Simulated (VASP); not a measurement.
# MgZn3O4 (P1) in VASP: relaxation of cell and atoms with PBEsol

Aim: the relaxation of cell and atoms of MgZn3O4 with PBEsol.

All numbers are computed with VASP 6.6.1; they aren't measurements. Logs are shortened: lines on timing, memory, paths and dates and some standing lists are left out, and cuts for length are marked.

### Step 1. The cell of the first run

The typed cell holds 8 atoms: a = 4.867 Å, b = 4.972 Å, c = 4.900 Å, α = 90.02°, β = 87.48°, γ = 90.34°.

### Step 2. Relaxation of cell and atoms, PBEsol

INCAR reads:

```
PREC     = Accurate       # precision mode
ENCUT    = 600            # plane-wave cutoff, eV
EDIFF    = 1E-7           # SCF threshold, eV
ISMEAR   = -1             # smearing method
SIGMA    = 0.05           # smearing width, eV
LREAL    = F              # projectors in reciprocal space
LASPH    = T              # aspherical terms in the spheres
NELM     = 60             # most SCF steps
ALGO     = Normal         # electronic algorithm
ISIF     = 3              # what is computed and relaxed
LWAVE    = F              # write WAVECAR
LCHARG   = F              # write CHGCAR
GGA      = PS             # functional
IBRION   = 2              # ionic algorithm
NSW      = 100            # ionic steps
EDIFFG   = -0.01          # ionic threshold
```

KPOINTS reads:

```
Automatic mesh
0
Gamma
  4 4 4
```

POSCAR reads:

```
MgZn3O4
1.0
    4.8653135625     -0.0146419115      0.1073181067
   -0.0146419115      4.9721168202     -0.0007140916
    0.1073181067     -0.0007140916      4.8992350188
Mg Zn O
1 3 4
Direct
   -0.0038847481     -0.0132013849      0.0072262191
    0.0101410874      0.5007694622      0.0012322503
    0.0052877483     -0.0026462544      0.4931945812
    0.4999943186      0.0046109071      0.0087872333
    0.7826870704      0.2270142988      0.7910452126
    0.2208269867      0.7790163726      0.7849427159
    0.7832090993      0.7842556754      0.2130404650
    0.2202761570      0.2209100926      0.2107067305
```

Potentials or basis: VASP PAW PBE potentials, release 64 (Mg, Zn, O).

On the command line:

```bash
$ cat potpaw_PBE.64/Mg/POTCAR potpaw_PBE.64/Zn/POTCAR potpaw_PBE.64/O/POTCAR > POTCAR
$ mpirun -np 1 vasp_std > vasp.out
```

OUTCAR:

```text
PREC = Accurate
   ENCUT = 600
   EDIFF = 1E-7
   ISMEAR = -1
   LREAL = F
   LASPH = T
   NELM = 60
   ISIF = 3
   GGA = PS
   IBRION = 2
   NSW = 100
   EDIFFG = -0.01

 ion  position               nearest neighbor table
   1  0.996  0.987  0.007-   7 1.73   6 1.83   8 1.90   5 1.93   3 2.38   4 2.42   2 2.42   4 2.45
                             3 2.52   2 2.56
   2  0.010  0.501  0.001-   6 1.99   8 2.04   7 2.05   5 2.05   1 2.42   1 2.56
   3  0.005  0.997  0.493-   8 2.03   7 2.07   6 2.11   5 2.12   1 2.38   1 2.52
   4  0.500  0.005  0.009-   8 1.97   5 2.03   7 2.06   6 2.10   1 2.42   1 2.45
   5  0.783  0.227  0.791-   1 1.93   4 2.03   2 2.05   3 2.12
   6  0.221  0.779  0.785-   1 1.83   2 1.99   4 2.10   3 2.11
   7  0.783  0.784  0.213-   1 1.73   2 2.05   4 2.06   3 2.07
   8  0.220  0.221  0.211-   1 1.90   4 1.97   3 2.03   2 2.04

  LATTYP: Found a triclinic cell.
 ALAT       =     4.8665190458
 B/A-ratio  =     1.4338925831
 C/A-ratio  =     1.7701558903
 COS(alpha) =     0.0002893036
 COS(beta)  =     0.5864809546
 COS(gamma) =     0.7016461304

  Lattice vectors:

 A1 = (  -4.8653135625,   0.0146419115,  -0.1073181067)
 A2 = (  -4.8799554740,   4.9867587317,  -0.1080321983)
 A3 = (  -4.9579897577,  -4.9567608171,  -5.0058390339)

Analysis of symmetry for initial positions (statically):
=====================================================================
 Subroutine PRICEL returns:
 Original cell was already a primitive cell.

 Routine SETGRP: Setting up the symmetry group for a
 triclinic supercell.

 Subroutine GETGRP returns: Found  1 space group operations
 (whereof  1 operations were pure point group operations)
 out of a pool of  2 trial point group operations.

The static configuration has the point symmetry C_1 .

Analysis of symmetry for dynamics (positions and initial velocities):
=====================================================================
 Subroutine PRICEL returns:
 Original cell was already a primitive cell.

 Routine SETGRP: Setting up the symmetry group for a
 triclinic supercell.

 Subroutine GETGRP returns: Found  1 space group operations
 (whereof  1 operations were pure point group operations)
 out of a pool of  2 trial point group operations.

The dynamic configuration has the point symmetry C_1 .

 Subroutine INISYM returns: Found  1 space group operations
 (whereof  1 operations are pure point group operations),
 and found     1 'primitive' translations

----------------------------------------------------------------------------------------

                                     Primitive cell

  volume of cell :     118.4586

  direct lattice vectors                    reciprocal lattice vectors
     4.865313562 -0.014641912  0.107318107     0.205637777  0.000604916 -0.004504423
    -0.014641912  4.972116820 -0.000714092     0.000604916  0.201123366  0.000016064
     0.107318107 -0.000714092  4.899235019    -0.004504423  0.000016064  0.204212171

  length of vectors
     4.866519046  4.972138430  4.900410335     0.205687994  0.201124276  0.204261844

  position of ions in fractional coordinates (direct lattice)
     0.996115252  0.986798615  0.007226219
     0.010141087  0.500769462  0.001232250
     0.005287748  0.997353746  0.493194581
     0.499994319  0.004610907  0.008787233
     0.782687070  0.227014299  0.791045213
     0.220826987  0.779016373  0.784942716
     0.783209099  0.784255675  0.213040465
     0.220276157  0.220910093  0.210706731

  ion indices of the primitive-cell ions
   primitive index   ion index
                 1           1
                 2           2
                 3           3
                 4           4
                 5           5
                 6           6
                 7           7
                 8           8

----------------------------------------------------------------------------------------

 KPOINTS: Automatic mesh

Automatic generation of k-mesh.
 Grid dimensions read from file:
 generate k-points for:    4    4    4

 Generating k-lattice:

  Cartesian coordinates                     Fractional coordinates (reciprocal lattice)
     0.051409444  0.000151229 -0.001126106     0.250000000 -0.000000000  0.000000000
     0.000151229  0.050280841  0.000004016    -0.000000000  0.250000000 -0.000000000
    -0.001126106  0.000004016  0.051053043     0.000000000 -0.000000000  0.250000000

  Length of vectors
     0.051421999  0.050281069  0.051065461

  Shift w.r.t. Gamma in fractional coordinates (k-lattice)
     0.000000000  0.000000000  0.000000000

 Subroutine IBZKPT returns following result:
 ===========================================

 Found     36 irreducible k-points:

 Following reciprocal coordinates:
            Coordinates               Weight
  0.000000  0.000000  0.000000      1.000000
  0.250000 -0.000000  0.000000      2.000000
  0.500000 -0.000000  0.000000      1.000000
 -0.000000  0.250000  0.000000      2.000000
  0.250000  0.250000  0.000000      2.000000
  0.500000  0.250000  0.000000      2.000000
[... 16 lines left out ...]
 -0.000000 -0.250000  0.250000      2.000000
  0.250000 -0.250000  0.250000      2.000000
 [... further k-points ...]
   k-points           NKPTS =     36   k-points in BZ     NKDIM =     36   number of bands    NBANDS=     37
   number of dos      NEDOS =    301   number of ions     NIONS =      8
   total plane-waves  NPLWV =  64000
   dimension x,y,z NGX =    40 NGY =   40 NGZ =   40
   dimension x,y,z NGXF=    80 NGYF=   80 NGZF=   80
   ions per type =               1   3   4
   NGX,Y,Z   is equivalent  to a cutoff of  13.66, 13.37, 13.57 a.u.
   NGXF,Y,Z  is equivalent  to a cutoff of  27.33, 26.75, 27.14 a.u.
 SYSTEM =  unknown system
   PREC   = accura    normal or accurate (medium, high low for compatibility)
   ISTART =      0    job   : 0-new  1-cont  2-samecut
   ICHARG =      2    charge: 1-file 2-atom 10-const
   ISPIN  =      1    spin polarized calculation?
   LNONCOLLINEAR =      F non collinear calculations
   LSORBIT =      F    spin-orbit coupling
   LASPH  =      T    aspherical Exc in radial PAW
   ENCUT  =  600.0 eV  44.10 Ry    6.64 a.u.   9.72  9.93  9.79*2*pi/ulx,y,z
   NELM   =     60;   NELMIN=  2; NELMDL= -5     # of ELM steps
   EDIFF  = 0.1E-06   stopping-criterion for ELM
   LREAL  =      F    real-space projection
   EDIFFG = -.1E-01   stopping-criterion for IOM
   NSW    =    100    number of steps for IOM
   IBRION =      2    ionic relax: 0-MD 1-quasi-New 2-CG
   NFREE  =      1    steps in history (QN), initial steepest desc. (CG)
   ISIF   =      3    stress and relaxation
   ISYM   =      2    0-nonsym 1-usesym 2-fastsym
   POTIM  = 0.5000    time-step for ionic-motion
   TEBEG  =    0.0;   TEEND  =   0.0 temperature during run
   PSTRESS=    0.0 pullay stress
   NELECT =      62.0000    total number of electrons
   NUPDOWN=      -1.0000    fix difference up-down
   EMIN   =  10.00;   EMAX   =-10.00  energy-range for DOS
   EFERMI =   0.00;   METHOD = LEGACY
   ISMEAR =    -1;   SIGMA  =   0.05  broadening in eV -4-tet -1-fermi 0-gaus
   EFERMI_NEDOS =   21; number of points for ismear=-14 and -15
   IALGO  =     38    algorithm
   IMIX   =      4    mixing-type and parameters
     AMIX     =   0.40;   BMIX     =  1.00
     AMIX_MAG =   1.60;   BMIX_MAG =  1.00
  volume/ion in A,a.u.               =      14.81        99.92
  Fermi-wavevector in a.u.,A,eV,Ry     =   1.319319  2.493151 23.682338  1.740603
  Thomas-Fermi vector in A             =   2.449226
   LORBIT       =      0    0 simple, 1 ext, 2 COOP (PROOUT), +10 PAW based schemes
   GGA     = PS    functional components
   LHFCALC =     F    Hartree Fock is set to
   AEXX    =    0.0000 exact exchange contribution
   IVDW    =     0    specifies the selected vdW correction
   LEPSILON=     F    determine dielectric tensor
   LRPA    =     F    only Hartree local field effects (RPA)
 conjugate gradient relaxation of ions
 non-spin polarized calculation
  energy-cutoff  :      600.00
  volume of cell :      118.46
 maximum number of plane-waves:      3976
 NGX is ok and might be reduce to    40
   NGX = 19   NGY = 19   NGZ = 19

--------------------------------------- Ionic step        1  -------------------------------------------

 number of electron      62.0000003 magnetization

 Free energy of the ion-electron system (eV)
  ---------------------------------------------------
  ext. energy  EPLUGINS =         0.00000000
  ---------------------------------------------------
  free energy    TOTEN  =       -36.75472008 eV

  energy without entropy =      -36.75472004  energy(sigma->0) =      -36.75472006

------------------------ aborting loop because EDIFF is reached ----------------------------------------

  FORCE on cell =-STRESS in cart. coord.  units (eV):
  Direction    XX          YY          ZZ          XY          YZ          ZX
  --------------------------------------------------------------------------------------
  -------------------------------------------------------------------------------------
  Total        3.9053306      1.9493634      3.2861091      1.3868922     -0.9949395     -3.4017766
  in kB       52.8204020     26.3655414     44.4453036     18.7580034    -13.4567621    -46.0097301
  external PRESSURE =      41.2104157 kB  Pullay stress =       0.0000000 kB
[... 107 lines left out ...]
  FREE ENERGIE OF THE ION-ELECTRON SYSTEM (eV)
  ---------------------------------------------------
  free  energy   TOTEN  =       -37.0524450313 eV

  energy  without entropy=      -37.0524449632  energy(sigma->0) =      -37.05244500

[... ionic steps 4 to 22 ...]

--------------------------------------- Ionic step       23  -------------------------------------------

 number of electron      62.0000035 magnetization

------------------------ aborting loop because EDIFF is reached ----------------------------------------
[... 79 lines left out ...]
--------------------------------------- Ionic step       25  -------------------------------------------

 number of electron      62.0000035 magnetization

 Free energy of the ion-electron system (eV)
  ---------------------------------------------------
  ext. energy  EPLUGINS =         0.00000000
  ---------------------------------------------------
  free energy    TOTEN  =       -37.09930536 eV

  energy without entropy =      -37.09930530  energy(sigma->0) =      -37.09930533

 E-fermi :  -0.4825     XC(G=0):  -9.2431

 val. band max:       -1.3041206486   @ k =   0.0000   0.0000   0.0000
 cond. band min:       0.2073098153   @ k =   0.0000   0.0000   0.0000
 fundamental gap:      1.5114304639
 Fermi energy:        -0.4824909002

 k-point     1 :       0.0000    0.0000    0.0000
  band No.  band energies     occupation
      1     -17.9820      2.00000
      2     -17.2202      2.00000
      3     -17.2189      2.00000
      4     -17.2181      2.00000
      5      -6.5268      2.00000
      6      -6.3458      2.00000
[... 949 lines left out ...]
     36       6.7034      0.00000
     37       6.7089      0.00000

 [... further k-points ...]
[... 5 lines left out ...]
  --------------------------------------------------------------------------------------
  -------------------------------------------------------------------------------------
  Total        0.0013641      0.0037442      0.0052414     -0.0051285      0.0014114      0.0059727
  in kB        0.0180388      0.0495143      0.0693140     -0.0678206      0.0186643      0.0789852
  external PRESSURE =       0.0456224 kB  Pullay stress =       0.0000000 kB
[... 23 lines left out ...]
  FREE ENERGIE OF THE ION-ELECTRON SYSTEM (eV)
  ---------------------------------------------------
  free  energy   TOTEN  =       -37.0993053560 eV

  energy  without entropy=      -37.0993053024  energy(sigma->0) =      -37.09930533

 reached required accuracy - stopping structural energy minimisation
```

Run time: 25 min. Hardware: 1 thread of Intel Xeon 6975P-C (Granite Rapids), shared host; peak memory 0.36 GiB.

What came out:

```yaml
Free_energy: -37.0993 eV
Relaxed_volume: 15.14 Å³/atom
Relaxed_cell: a = 4.949 Å, b = 4.948 Å, c = 4.948 Å, α = 90.00°, β = 90.06°, γ = 89.99°
Space_group_after_relaxing_to_0.05_Å: P-43m (No. 215)
Energy_gained_by_relaxing: 43.1 meV/atom
Ionic_steps: 25
Pressure_after_relaxing: 0.0 GPa
Largest_force_after_relaxing: 0.007 eV/Å
Band_gap_on_the_k_mesh: 1.51 eV, direct
```

Forces in eV/Å, atoms in the order of the input:
```
Mg   0.004  0.000 -0.001
Zn  -0.001 -0.001  0.002
Zn   0.004  0.001  0.002
Zn  -0.003 -0.005 -0.004
O   -0.002 -0.002 -0.001
O    0.003  0.000  0.001
O   -0.001  0.001  0.000
O   -0.003  0.004  0.000
```

The path:
| step | energy change (eV) | largest force (eV/Å) | pressure (GPa) | volume (Å³) |
| --- | --- | --- | --- | --- |
| 1 | 0.0000 | 3.6471 | 4.12 | 118.46 |
| 2 | 0.1067 | 3.1940 | -2.77 | 125.04 |
| 3 | -0.2977 | 0.4360 | 0.00 | 121.19 |
| 4 | -0.2981 | 0.3882 | 0.08 | 121.11 |
| 5 | -0.2981 | 0.3660 | 0.14 | 121.06 |
| 6 | -0.3245 | 0.3552 | -0.26 | 121.43 |
| 7 | -0.3250 | 0.4526 | -0.32 | 121.48 |
| 8 | -0.3376 | 0.1316 | -0.02 | 121.18 |
| 9 | -0.3376 | 0.1395 | 0.01 | 121.16 |
| 10 | -0.3404 | 0.0982 | 0.04 | 121.13 |
| 11 | -0.3407 | 0.1512 | 0.06 | 121.11 |
| 12 | -0.3426 | 0.0584 | -0.01 | 121.17 |
| 13 | -0.3428 | 0.0717 | -0.04 | 121.20 |
| 14 | -0.3438 | 0.0447 | -0.02 | 121.18 |
| 15 | -0.3441 | 0.0719 | 0.01 | 121.15 |
| 16 | -0.3443 | 0.0591 | 0.01 | 121.15 |
| 17 | -0.3444 | 0.0205 | 0.01 | 121.15 |
| 18 | -0.3444 | 0.0177 | -0.01 | 121.16 |
| 19 | -0.3445 | 0.0265 | -0.02 | 121.17 |
| 20 | -0.3445 | 0.0126 | -0.01 | 121.16 |
| 21 | -0.3445 | 0.0130 | 0.00 | 121.15 |
| 22 | -0.3445 | 0.0106 | 0.00 | 121.15 |
| 23 | -0.3446 | 0.0118 | 0.01 | 121.15 |
| 24 | -0.3446 | 0.0155 | 0.01 | 121.15 |
| 25 | -0.3446 | 0.0070 | 0.00 | 121.15 |

Final structure:
```
Mg Zn O
1.0
     4.94851    0.00048   -0.00275
     0.00075    4.94789   -0.00005
    -0.00269    0.00026    4.94817
Mg Zn O
1 3 4
Direct
  0.00226 0.00000 0.00129
  0.00277 0.50005 0.00079
  0.00186 0.99980 0.50126
  0.50233 0.00067 0.00176
  0.78302 0.21941 0.78199
  0.22142 0.78089 0.78211
  0.78321 0.78078 0.22037
  0.22166 0.21914 0.22061
```

Caveat: the PAW data sets were made with another functional, which shifts forces and pressure a little.
